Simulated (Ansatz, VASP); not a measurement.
# Two plane-wave programs on Al2Cu

```
Cu Al
1.0
    -3.09300    3.09300    2.48633
     3.09300   -3.09300    2.48633
     3.09300    3.09300   -2.48633
Cu Al
2 4
Direct
  0.25000 0.25000 0.00000
  0.75000 0.75000 0.00000
  0.34190 0.15810 0.50000
  0.84190 0.34190 0.18380
  0.65810 0.84190 0.50000
  0.15810 0.65810 0.81620
```

Alike in both runs: task single point; functional PBE; k mesh 7 × 7 × 7; occupations fermi-dirac, width 0.05 eV; no spin polarisation.

|  | VASP | Ansatz |
| --- | --- | --- |
| version | VASP 6.6.1 | Ansatz 0.2.0 |
| potentials or method | VASP PAW PBE potentials, release 64 (Cu, Al) | Ansatz PAW |
| plane-wave cutoff (eV) | 520 | 420 |
| valence electrons in the cell | 34 | 50 |

|  | VASP | Ansatz | Ansatz less VASP |
| --- | --- | --- | --- |
| gap on the k mesh at the Fermi level (eV) | none | none | - |
| pressure (GPa) | -5.2 | -5.4 | -0.14 |
| traceless stress, the component that is largest in VASP (GPa) | 0.26 | 0.26 | +0.005 |
| rms of the force components (eV/Å) | 0.012 | 0.014 | +0.0019 |

Atom by atom the forces differ by 0.002 eV/Å (rms over components). A gap of «none» marks a metal or a gap that the smearing closes. The functional is the same, so the differences come from potentials, cutoffs and numerics. VASP's potentials hold 34 valence electrons a cell and Ansatz's 50, so a difference there can come from the potentials and not from the codes.
